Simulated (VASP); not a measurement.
# Sb (I4/mmm) in VASP: further runs, part 2 of 3

VASP 6.6.1.

## 3. Single point, LDA

This run uses another cell than the first one, of 26.42 Å³/atom, 1.043 times its volume.

Input file INCAR:

```
SYSTEM = Sb
  ALGO = Normal
  EDIFF = 1E-6
  ENCUT = 520
  ISIF = 2
  ISMEAR = -1
  LASPH = .TRUE.
  LCHARG = .FALSE.
  LREAL = .FALSE.
  LWAVE = .FALSE.
  NBANDS = 8
  NELM = 100
  PREC = Accurate
  SIGMA = 0.05
```

Input file KPOINTS:

```
k-points
0
G
  12 12 12
  0 0 0
```

Input file POSCAR:

```
Sb
1.0
   -1.5659590577      1.5659590577      2.6937369538
    1.5659590577     -1.5659590577      2.6937369538
    1.5659590577      1.5659590577     -2.6937369538
Sb
1
Direct
    0.0000000000      0.0000000000      0.0000000000
```

Potentials or basis: VASP PAW LDA potentials, release 64 (Sb).

The run is started by

```
cat potpaw_LDA.64/Sb/POTCAR > POTCAR
mpirun -np 1 vasp_std > vasp.out
```

OUTCAR:

```text
SYSTEM = Sb
   EDIFF = 1E-6
   ENCUT = 520
   ISIF = 2
   ISMEAR = -1
   LASPH = .TRUE.
   LREAL = .FALSE.
   NELM = 100
   PREC = Accurate

 ion  position               nearest neighbor table
   1  0.000  0.000  0.000-

  LATTYP: Found a body centered tetragonal cell.
 ALAT       =     3.1319181154
 C/A-ratio  =     1.7201835135

  Lattice vectors:

 A1 = (  -1.5659590577,   1.5659590577,   2.6937369538)
 A2 = (   1.5659590577,  -1.5659590577,   2.6937369538)
 A3 = (   1.5659590577,   1.5659590577,  -2.6937369538)

Analysis of symmetry for initial positions (statically):
=====================================================================
 Subroutine PRICEL returns:
 Original cell was already a primitive cell.

 Routine SETGRP: Setting up the symmetry group for a
 body centered tetragonal supercell.

 Subroutine GETGRP returns: Found 16 space group operations
 (whereof 16 operations were pure point group operations)
 out of a pool of 16 trial point group operations.

The static configuration has the point symmetry D_4h.

Analysis of symmetry for dynamics (positions and initial velocities):
=====================================================================
 Subroutine PRICEL returns:
 Original cell was already a primitive cell.

 Routine SETGRP: Setting up the symmetry group for a
 body centered tetragonal supercell.

 Subroutine GETGRP returns: Found 16 space group operations
 (whereof 16 operations were pure point group operations)
 out of a pool of 16 trial point group operations.

The dynamic configuration has the point symmetry D_4h.

 Subroutine INISYM returns: Found 16 space group operations
 (whereof 16 operations are pure point group operations),
 and found     1 'primitive' translations

----------------------------------------------------------------------------------------

                                     Primitive cell

  volume of cell :      26.4226

  direct lattice vectors                    reciprocal lattice vectors
    -1.565959058  1.565959058  2.693736954     0.000000000  0.319293150  0.185615748
     1.565959058 -1.565959058  2.693736954     0.319293150  0.000000000  0.185615748
     1.565959058  1.565959058 -2.693736954     0.319293150  0.319293150  0.000000000

  length of vectors
     3.487215840  3.487215840  3.487215840     0.369325495  0.369325495  0.451548703

  position of ions in fractional coordinates (direct lattice)
     0.000000000  0.000000000  0.000000000

  ion indices of the primitive-cell ions
   primitive index   ion index
                 1           1

----------------------------------------------------------------------------------------

 KPOINTS: k-points

Automatic generation of k-mesh.
 Grid dimensions read from file:
 generate k-points for:   12   12   12

 Generating k-lattice:

  Cartesian coordinates                     Fractional coordinates (reciprocal lattice)
     0.000000000  0.026607762  0.015467979     0.083333333  0.000000000  0.000000000
     0.026607762  0.000000000  0.015467979     0.000000000  0.083333333  0.000000000
     0.026607762  0.026607762  0.000000000     0.000000000  0.000000000  0.083333333

  Length of vectors
     0.030777125  0.030777125  0.037629059

  Shift w.r.t. Gamma in fractional coordinates (k-lattice)
     0.000000000  0.000000000  0.000000000

 Subroutine IBZKPT returns following result:
 ===========================================

 Found    163 irreducible k-points:

 Following reciprocal coordinates:
            Coordinates               Weight
  0.000000  0.000000  0.000000      1.000000
  0.083333  0.000000  0.000000      8.000000
  0.166667  0.000000  0.000000      8.000000
  0.250000 -0.000000  0.000000      8.000000
  0.333333  0.000000  0.000000      8.000000
  0.416667 -0.000000  0.000000      8.000000
[... 16 lines left out ...]
  0.500000  0.166667 -0.000000     16.000000
 -0.416667  0.166667  0.000000     16.000000
 [... further k-points ...]
   k-points           NKPTS =    163   k-points in BZ     NKDIM =    163   number of bands    NBANDS=      8
   number of dos      NEDOS =    301   number of ions     NIONS =      1
   total plane-waves  NPLWV =  21952
   dimension x,y,z NGX =    28 NGY =   28 NGZ =   28
   dimension x,y,z NGXF=    56 NGYF=   56 NGZF=   56
   ions per type =               1
   NGX,Y,Z   is equivalent  to a cutoff of  13.35, 13.35, 13.35 a.u.
   NGXF,Y,Z  is equivalent  to a cutoff of  26.70, 26.70, 26.70 a.u.
 SYSTEM =  Sb
   PREC   = accura    normal or accurate (medium, high low for compatibility)
   ISTART =      0    job   : 0-new  1-cont  2-samecut
   ICHARG =      2    charge: 1-file 2-atom 10-const
   ISPIN  =      1    spin polarized calculation?
   LNONCOLLINEAR =      F non collinear calculations
   LSORBIT =      F    spin-orbit coupling
   LASPH  =      T    aspherical Exc in radial PAW
   ENCUT  =  520.0 eV  38.22 Ry    6.18 a.u.   6.48  6.48  6.48*2*pi/ulx,y,z
   NELM   =    100;   NELMIN=  2; NELMDL= -5     # of ELM steps
   EDIFF  = 0.1E-05   stopping-criterion for ELM
   LREAL  =      F    real-space projection
   EDIFFG = 0.1E-04   stopping-criterion for IOM
   NSW    =      0    number of steps for IOM
   IBRION =     -1    ionic relax: 0-MD 1-quasi-New 2-CG
   NFREE  =      0    steps in history (QN), initial steepest desc. (CG)
   ISIF   =      2    stress and relaxation
   ISYM   =      2    0-nonsym 1-usesym 2-fastsym
   POTIM  = 0.5000    time-step for ionic-motion
   TEBEG  =    0.0;   TEEND  =   0.0 temperature during run
   PSTRESS=    0.0 pullay stress
   NELECT =       5.0000    total number of electrons
   NUPDOWN=      -1.0000    fix difference up-down
   EMIN   =  10.00;   EMAX   =-10.00  energy-range for DOS
   EFERMI =   0.00;   METHOD = LEGACY
   ISMEAR =    -1;   SIGMA  =   0.05  broadening in eV -4-tet -1-fermi 0-gaus
   EFERMI_NEDOS =   21; number of points for ismear=-14 and -15
   IALGO  =     38    algorithm
   IMIX   =      4    mixing-type and parameters
     AMIX     =   0.40;   BMIX     =  1.00
     AMIX_MAG =   1.60;   BMIX_MAG =  1.00
  volume/ion in A,a.u.               =      26.42       178.31
  Fermi-wavevector in a.u.,A,eV,Ry     =   0.939881  1.776117 12.019062  0.883376
  Thomas-Fermi vector in A             =   2.067237
   LORBIT       =      0    0 simple, 1 ext, 2 COOP (PROOUT), +10 PAW based schemes
   GGA     = CA    functional components
   LHFCALC =     F    Hartree Fock is set to
   AEXX    =    0.0000 exact exchange contribution
   IVDW    =     0    specifies the selected vdW correction
   LEPSILON=     F    determine dielectric tensor
   LRPA    =     F    only Hartree local field effects (RPA)
 non-spin polarized calculation
  energy-cutoff  :      520.00
  volume of cell :       26.42
 maximum number of plane-waves:       739
 NGX is ok and might be reduce to    28
   NGX = 13   NGY = 13   NGZ = 13

 number of electron       5.0000000 magnetization

 Free energy of the ion-electron system (eV)
  ---------------------------------------------------
  ext. energy  EPLUGINS =         0.00000000
  ---------------------------------------------------
  free energy    TOTEN  =        -4.55354866 eV

  energy without entropy =       -4.54803980  energy(sigma->0) =       -4.55079423

 E-fermi :   8.6598     XC(G=0): -10.4434

 val. band max:        8.6047195133   @ k =  -0.3333   0.3333   0.0000
 cond. band min:       8.6949135205   @ k =   0.3333   0.1667   0.0833
 fundamental gap:      0.0901940073
 Fermi energy:         8.6598229896

 k-point     1 :       0.0000    0.0000    0.0000
  band No.  band energies     occupation
      1      -4.4583      2.00000
      2      13.3536      0.00000
      3      14.1565      0.00000
      4      14.1565      0.00000
      5      17.9067      0.00000
      6      19.1981      0.00000
      7      19.2427      0.00000
      8      19.2427      0.00000

 k-point     2 :       0.0833    0.0000    0.0000
  band No.  band energies     occupation
      1      -4.3167      2.00000
      2      12.6558      0.00000
      3      13.2848      0.00000
      4      14.1252      0.00000
      5      17.7916      0.00000
      6      18.2703      0.00000
      7      19.1721      0.00000
      8      19.4613      0.00000
[... 221 lines left out ...]
 k-point    23 :       0.5000    0.1667   -0.0000
  band No.  band energies     occupation
      1      -0.2498      2.00000
      2       3.5237      2.00000
      3       9.5936      0.00000
      4      11.1904      0.00000
      5      15.1849      0.00000
      6      16.9597      0.00000
      7      20.6381      0.00000
      8      21.9076      0.00000

 k-point    24 :      -0.4167    0.1667    0.0000
  band No.  band energies     occupation
      1      -1.2049      2.00000
      2       5.0020      2.00000
      3       9.9608      0.00000
      4      11.4974      0.00000
      5      15.2977      0.00000
      6      17.0702      0.00000
      7      19.1033      0.00000
      8      22.1263      0.00000

 [... further k-points ...]
[... 5 lines left out ...]
  --------------------------------------------------------------------------------------
  -------------------------------------------------------------------------------------
  Total       -0.1474595     -0.1474595     -0.2198831      0.0000000      0.0000000      0.0000000
  in kB       -8.9414369     -8.9414369    -13.3329550      0.0000000      0.0000000      0.0000000
  external PRESSURE =     -10.4052763 kB  Pullay stress =       0.0000000 kB

 VOLUME and BASIS-vectors are now :
 -----------------------------------------------------------------------------
  energy-cutoff  :      520.00
  volume of cell :       26.42
      direct lattice vectors                 reciprocal lattice vectors
    -1.565959058  1.565959058  2.693736954     0.000000000  0.319293150  0.185615748
     1.565959058 -1.565959058  2.693736954     0.319293150  0.000000000  0.185615748
     1.565959058  1.565959058 -2.693736954     0.319293150  0.319293150  0.000000000

 POSITION                                       TOTAL-FORCE (eV/Angst)
 -----------------------------------------------------------------------------------
      0.00000      0.00000      0.00000        -0.000000      0.000000      0.000000
 -----------------------------------------------------------------------------------
    total drift:                                0.000000      0.000000      0.000000

  FREE ENERGIE OF THE ION-ELECTRON SYSTEM (eV)
  ---------------------------------------------------
  free  energy   TOTEN  =        -4.5535486590 eV

  energy  without entropy=       -4.5480398033  energy(sigma->0) =       -4.55079423
```

OSZICAR:

```text
N       E                     dE             d eps       ncg     rms          rms(c)
DAV:   1     0.446988322850E+01    0.44699E+01   -0.16449E+03  2616   0.407E+02
DAV:   2    -0.446477045270E+01   -0.89347E+01   -0.86952E+01  3648   0.530E+01
DAV:   3    -0.456237612624E+01   -0.97606E-01   -0.97310E-01  3080   0.626E+00
DAV:   4    -0.456268595175E+01   -0.30983E-03   -0.30982E-03  4056   0.434E-01
DAV:   5    -0.456268644515E+01   -0.49340E-06   -0.49449E-06  3248   0.107E-02    0.193E+00
DAV:   6    -0.455670631179E+01    0.59801E-02   -0.25056E-03  3096   0.219E-01    0.111E+00
DAV:   7    -0.455356541168E+01    0.31409E-02   -0.47079E-03  3224   0.301E-01    0.323E-02
DAV:   8    -0.455354896293E+01    0.16449E-04   -0.87055E-05  3264   0.658E-02    0.994E-03
DAV:   9    -0.455354865897E+01    0.30396E-06   -0.10497E-06  3896   0.757E-03
   1 F= -.45535487E+01 E0= -.45507942E+01  d E =-.550886E-02
```

stdout:

```text
POSCAR found type information on POSCAR Sb
 POSCAR found :  1 types and       1 ions
 scaLAPACK will be used
 LDA part: xc-table for (Slater(with rela. corr.)+CA(PZ))
 , standard interpolation
 POSCAR, INCAR and KPOINTS ok, starting setup
 FFT: planning ... GRIDC
 FFT: planning ... GRID_SOFT
 FFT: planning ... GRID
 WAVECAR not read
 entering main loop
```

Wall time 14 s (1 thread of Intel Xeon 6975P-C (Granite Rapids), shared host); peak memory 0.16 GiB.

Results:

```yaml
Free_energy: -4.5535 eV
Pressure: -1.0 GPa
```

Stress tensor (GPa, compression positive):
```
-0.89  0.00  0.00
 0.00 -0.89  0.00
 0.00  0.00 -1.33
```

Levels at points of the mesh, in eV from the Fermi level:
```tsv
k point	band 1	band 2	band 3	band 4	band 5	band 6	band 7	band 8
(0.00, 0.00, 0.00)	-13.12	4.69	5.50	5.50	9.25	10.54	10.58	10.58
(0.50, 0.00, 0.00)	-9.22	-5.90	1.78	5.43	6.16	10.12	10.56	10.58
(0.50, 0.50, 0.00)	-6.68	-4.47	-1.05	0.58	3.51	4.39	15.01	15.70
(0.50, 0.50, 0.50)	-9.36	-5.77	2.12	2.12	5.91	6.16	16.96	16.96
```

Caveat: spin-orbit coupling is left out, which moves the levels of the heavy elements.

[end of part 2 of 3]
